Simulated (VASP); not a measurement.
# Be3CdSe4 (Pmn2_1) in VASP: further runs, part 2 of 2

VASP 6.6.1. Earlier steps stand in the parts before.

## 3. Relaxation of cell and atoms, PBE

This run uses another cell than the first one, of 18.93 Å³/atom, 0.950 times its volume.

File INCAR:

```
SYSTEM = Be3CdSe4
PREC = Accurate
ENCUT = 600
EDIFF = 1E-6
ISMEAR = 0
SIGMA = 0.15
LREAL = Auto
LASPH = .True.
NELM = 80
ALGO = Normal
ISIF = 3
LWAVE = .False.
LCHARG = .False.
GGA = PE
IBRION = 2
NSW = 36
EDIFFG = -0.08
```

File KPOINTS:

```
regular mesh
0
Gamma
  2 2 2
  0 0 0
```

File POSCAR:

```
Be3CdSe4
1.0
    7.5400000000      0.0000000000      0.0000000000
    0.0000000000      6.5300000000      0.0000000000
    0.0000000000      0.0000000000      6.1500000000
Be Cd Se
6 2 8
Direct
    0.0000000000      0.1667000000      0.5000000000
    0.2500000000      0.6667000000      0.5000000000
    0.7500000000      0.6667000000      0.5000000000
    0.5000000000      0.8333000000      0.0000000000
    0.7500000000      0.3333000000      0.0000000000
    0.2500000000      0.3333000000      0.0000000000
    0.5000000000      0.1667000000      0.5000000000
    0.0000000000      0.8333000000      0.0000000000
    0.0000000000      0.1667000000      0.8650000000
    0.2500000000      0.6667000000      0.8650000000
    0.7500000000      0.6667000000      0.8650000000
    0.0000000000      0.8333000000      0.3900000000
    0.5000000000      0.8333000000      0.3650000000
    0.7500000000      0.3333000000      0.3650000000
    0.2500000000      0.3333000000      0.3650000000
    0.5000000000      0.1667000000      0.8900000000
```

Potentials or basis: VASP PAW PBE potentials, release 64 (Be, Cd, Se).

Launch:

```console
cat potpaw_PBE.64/Be/POTCAR potpaw_PBE.64/Cd/POTCAR potpaw_PBE.64/Se/POTCAR > POTCAR
mpirun -np 1 vasp_std > vasp.out
```

OUTCAR:

```text
SYSTEM = Be3CdSe4
   PREC = Accurate
   ENCUT = 600
   EDIFF = 1E-6
   ISMEAR = 0
   LREAL = Auto
   LASPH = .True.
   NELM = 80
   ISIF = 3
   GGA = PE
   IBRION = 2
   NSW = 36
   EDIFFG = -0.08

 ion  position               nearest neighbor table
   1  0.000  0.167  0.500-   9 2.24  12 2.28  14 2.33  15 2.33
   2  0.250  0.667  0.500-  10 2.24  12 2.28  13 2.33  15 2.33
   3  0.750  0.667  0.500-  11 2.24  12 2.28  13 2.33  14 2.33
   4  0.500  0.833  0.000-  13 2.24  16 2.28  10 2.33  11 2.33
   5  0.750  0.333  0.000-  14 2.24  16 2.28   9 2.33  11 2.33
   6  0.250  0.333  0.000-  15 2.24  16 2.28   9 2.33  10 2.33
[... 8 lines left out ...]
  15  0.250  0.333  0.365-   6 2.24   1 2.33   7 2.33   2 2.33
  16  0.500  0.167  0.890-   5 2.28   6 2.28   4 2.28   7 2.40

  LATTYP: Found a simple orthorhombic cell.
 ALAT       =     6.1500000000
 B/A-ratio  =     1.0617886179
 C/A-ratio  =     1.2260162602

  Lattice vectors:

 A1 = (   0.0000000000,   0.0000000000,  -6.1500000000)
 A2 = (   0.0000000000,   6.5300000000,   0.0000000000)
 A3 = (   7.5400000000,   0.0000000000,   0.0000000000)

Analysis of symmetry for initial positions (statically):
=====================================================================
 Subroutine PRICEL returns:
 Original cell was already a primitive cell.

 Routine SETGRP: Setting up the symmetry group for a
 simple orthorhombic supercell.

 Subroutine GETGRP returns: Found  4 space group operations
 (whereof  2 operations were pure point group operations)
 out of a pool of  8 trial point group operations.

The static configuration has the point symmetry C_1h.
 The point group associated with its full space group is C_2v.

Analysis of symmetry for dynamics (positions and initial velocities):
=====================================================================
 Subroutine PRICEL returns:
 Original cell was already a primitive cell.

 Routine SETGRP: Setting up the symmetry group for a
 simple orthorhombic supercell.

 Subroutine GETGRP returns: Found  4 space group operations
[... 137 lines left out ...]
  Fermi-wavevector in a.u.,A,eV,Ry     =   1.067697  2.017655 15.510329  1.139977
  Thomas-Fermi vector in A             =   2.203322
   LORBIT       =      0    0 simple, 1 ext, 2 COOP (PROOUT), +10 PAW based schemes
   GGA     = PE    functional components
   LHFCALC =     F    Hartree Fock is set to
   AEXX    =    0.0000 exact exchange contribution
   IVDW    =     0    specifies the selected vdW correction
   LEPSILON=     F    determine dielectric tensor
   LRPA    =     F    only Hartree local field effects (RPA)
 conjugate gradient relaxation of ions
 non-spin polarized calculation
 Gauss-broadening in eV      SIGMA  =   0.15
  energy-cutoff  :      600.00
  volume of cell :      302.80
 maximum number of plane-waves:     10170
   NGX = 31   NGY = 27   NGZ = 25

--------------------------------------- Ionic step        1  -------------------------------------------

 number of electron      83.9999999 magnetization

 Free energy of the ion-electron system (eV)
  ---------------------------------------------------
  ext. energy  EPLUGINS =         0.00000000
  ---------------------------------------------------
  free energy    TOTEN  =       -59.69092003 eV

  energy without entropy =      -59.69092003  energy(sigma->0) =      -59.69092003

------------------------ aborting loop because EDIFF is reached ----------------------------------------

  FORCE on cell =-STRESS in cart. coord.  units (eV):
  Direction    XX          YY          ZZ          XY          YZ          ZX
  --------------------------------------------------------------------------------------
  -------------------------------------------------------------------------------------
  Total       17.5719733     16.2939927     17.4932370      0.0000000      0.0000000      0.0000000
  in kB       92.9761317     86.2141313     92.5595253      0.0000000      0.0000000      0.0000000
  external PRESSURE =      90.5832627 kB  Pullay stress =       0.0000000 kB
[... 131 lines left out ...]
  FREE ENERGIE OF THE ION-ELECTRON SYSTEM (eV)
  ---------------------------------------------------
  free  energy   TOTEN  =       -62.6959790137 eV

  energy  without entropy=      -62.6959790136  energy(sigma->0) =      -62.69597901

[... ionic steps 4 to 9 ...]

--------------------------------------- Ionic step       10  -------------------------------------------

 number of electron      84.0000005 magnetization

------------------------ aborting loop because EDIFF is reached ----------------------------------------
[... 95 lines left out ...]
--------------------------------------- Ionic step       12  -------------------------------------------

 number of electron      84.0000004 magnetization

 Free energy of the ion-electron system (eV)
  ---------------------------------------------------
  ext. energy  EPLUGINS =         0.00000000
  ---------------------------------------------------
  free energy    TOTEN  =       -63.32658161 eV

  energy without entropy =      -63.32658161  energy(sigma->0) =      -63.32658161

 E-fermi :   3.2094     XC(G=0):  -9.2433

 val. band max:        2.4918426163   @ k =   0.0000   0.0000   0.0000
 cond. band min:       4.9988966462   @ k =   0.0000   0.0000   0.0000
 fundamental gap:      2.5070540300
 Fermi energy:         3.2094307892

 k-point     1 :       0.0000    0.0000    0.0000
  band No.  band energies     occupation
      1     -10.8934      2.00000
      2     -10.0109      2.00000
      3      -9.9314      2.00000
      4      -9.8493      2.00000
      5      -9.7535      2.00000
      6      -9.5559      2.00000
[... 464 lines left out ...]
  FREE ENERGIE OF THE ION-ELECTRON SYSTEM (eV)
  ---------------------------------------------------
  free  energy   TOTEN  =       -63.3265816060 eV

  energy  without entropy=      -63.3265816060  energy(sigma->0) =      -63.32658161

 reached required accuracy - stopping structural energy minimisation
```

OSZICAR:

```text
N       E                     dE             d eps       ncg     rms          rms(c)
DAV:   1     0.519633045706E+03    0.51963E+03   -0.39440E+04   816   0.161E+03
DAV:   2    -0.122515340598E+02   -0.53188E+03   -0.51601E+03   952   0.304E+02
DAV:   3    -0.603383895410E+02   -0.48087E+02   -0.47831E+02   944   0.972E+01
[... 116 lines left out ...]
DAV:   2    -0.633270783585E+02    0.11445E-02   -0.18879E-02   992   0.703E-01    0.152E-01
DAV:   3    -0.633266662336E+02    0.41212E-03   -0.11894E-03   968   0.156E-01    0.105E-01
DAV:   4    -0.633265844528E+02    0.81781E-04   -0.13180E-04   949   0.490E-02    0.361E-02
DAV:   5    -0.633265807907E+02    0.36621E-05   -0.32725E-05   968   0.273E-02    0.130E-02
DAV:   6    -0.633265816060E+02   -0.81534E-06   -0.32503E-06   778   0.957E-03
  12 F= -.63326582E+02 E0= -.63326582E+02  d E =-.242182E-02
```

Wall time 22 min (1 thread of Intel Xeon Platinum 8259CL at 2.50GHz (Skylake/Cascade Lake), shared host); peak memory 0.5 GiB.

What came out:

```
Free energy                            : -63.3266 eV
Relaxed volume                         : 20.00 Å³/atom
Relaxed cell                           : a = 7.720 Å, b = 6.595 Å, c = 6.286 Å, α = 90.00°, β = 90.00°, γ = 90.00°
Space group after relaxing (to 0.05 Å) : Pmn2_1 (No. 31)
Energy gained by relaxing              : 227.2 meV/atom
Ionic steps                            : 12
Pressure after relaxing                : 0.0 GPa
Largest force after relaxing           : 0.036 eV/Å
Band gap on the k mesh                 : 2.51 eV, direct
```

Forces on the atoms (eV/Å):
```
Be   0.000 -0.024  0.002
Be  -0.013  0.008  0.012
Be   0.013  0.008  0.012
Be   0.000  0.024  0.002
Be  -0.013 -0.008  0.012
Be   0.013 -0.008  0.012
Cd   0.000 -0.034  0.010
Cd   0.000  0.034  0.010
Se   0.000  0.011 -0.031
Se  -0.006 -0.013 -0.009
Se   0.006 -0.013 -0.009
Se   0.000  0.020  0.013
Se   0.000 -0.011 -0.031
Se  -0.006  0.013 -0.009
Se   0.006  0.013 -0.009
Se   0.000 -0.020  0.013
```

Stress tensor (GPa, compression positive):
```
-0.08  0.00  0.00
 0.00  0.03  0.00
 0.00  0.00 -0.01
```

The path:
| step | energy change (eV) | largest force (eV/Å) | pressure (GPa) | volume (Å³) |
| --- | --- | --- | --- | --- |
| 1 | 0.0000 | 4.1844 | 9.06 | 302.80 |
| 2 | -2.8861 | 0.7031 | -4.96 | 352.15 |
| 3 | -3.0051 | 0.9369 | -3.23 | 341.86 |
| 4 | -3.4866 | 0.4978 | -0.96 | 325.96 |
| 5 | -3.5690 | 0.3017 | 0.77 | 316.58 |
| 6 | -3.6078 | 0.2012 | 0.18 | 318.96 |
| 7 | -3.6145 | 0.1769 | -0.17 | 320.50 |
| 8 | -3.6236 | 0.1224 | 0.01 | 319.75 |
| 9 | -3.6284 | 0.1166 | 0.26 | 318.71 |
| 10 | -3.6332 | 0.0862 | -0.10 | 320.46 |
| 11 | -3.6332 | 0.0831 | -0.16 | 320.76 |
| 12 | -3.6357 | 0.0355 | -0.02 | 320.05 |

Final structure:
```xyz
16
Lattice="7.7204 0.0000 0.0000 0.0000 6.5951 0.0000 0.0000 0.0000 6.2857" Properties=species:S:1:pos:R:3 pbc="T T T"
Be    0.0000    1.2065    3.1250
Be    1.9281    4.3605    3.1195
Be    5.7924    4.3605    3.1195
Be    3.8602    5.3885    6.2678
Be    5.7883    2.2346    6.2623
Be    1.9321    2.2346    6.2623
Cd    3.8602    1.0800    3.1686
Cd    0.0000    5.5150    0.0258
Se    0.0000    1.4005    5.3868
Se    2.1313    4.2842    5.3797
Se    5.5891    4.2842    5.3797
Se    0.0000    5.5667    2.6553
Se    3.8602    5.1946    2.2440
Se    5.9916    2.3108    2.2368
Se    1.7289    2.3108    2.2368
Se    3.8602    1.0284    5.7982
```

Levels at points of the mesh, in eV from the valence-band top:
| k point | band 39 | band 40 | band 41 | band 42 | band 43 | band 44 | band 45 | band 46 |
| --- | --- | --- | --- | --- | --- | --- | --- | --- |
| (0.00, 0.00, 0.00) | -0.47 | -0.22 | -0.11 | 0.00 | 2.51 | 2.95 | 3.19 | 4.00 |
| (0.50, 0.00, 0.00) | -0.70 | -0.70 | -0.60 | -0.60 | 3.68 | 3.68 | 3.84 | 3.84 |
| (0.00, 0.50, 0.00) | -0.79 | -0.72 | -0.43 | -0.32 | 2.77 | 3.17 | 3.57 | 3.67 |
| (0.50, 0.50, 0.00) | -1.11 | -1.11 | -0.65 | -0.65 | 3.58 | 3.58 | 4.18 | 4.18 |
| (0.00, 0.00, 0.50) | -0.60 | -0.60 | -0.45 | -0.45 | 3.02 | 3.02 | 3.65 | 3.65 |
| (0.50, 0.00, 0.50) | -1.11 | -1.11 | -0.62 | -0.62 | 3.63 | 3.63 | 4.11 | 4.11 |
| (0.00, 0.50, 0.50) | -1.07 | -1.07 | -0.72 | -0.72 | 3.09 | 3.09 | 3.45 | 3.45 |
| (0.50, 0.50, 0.50) | -1.04 | -1.04 | -0.89 | -0.89 | 3.51 | 3.51 | 4.25 | 4.25 |

Caveat: the k points lie up to 0.50 Å⁻¹ apart in the final cell; the relaxation stopped at a loose force limit of 0.08 eV/Å, so its end isn't a converged minimum. A k mesh can miss the band edges.
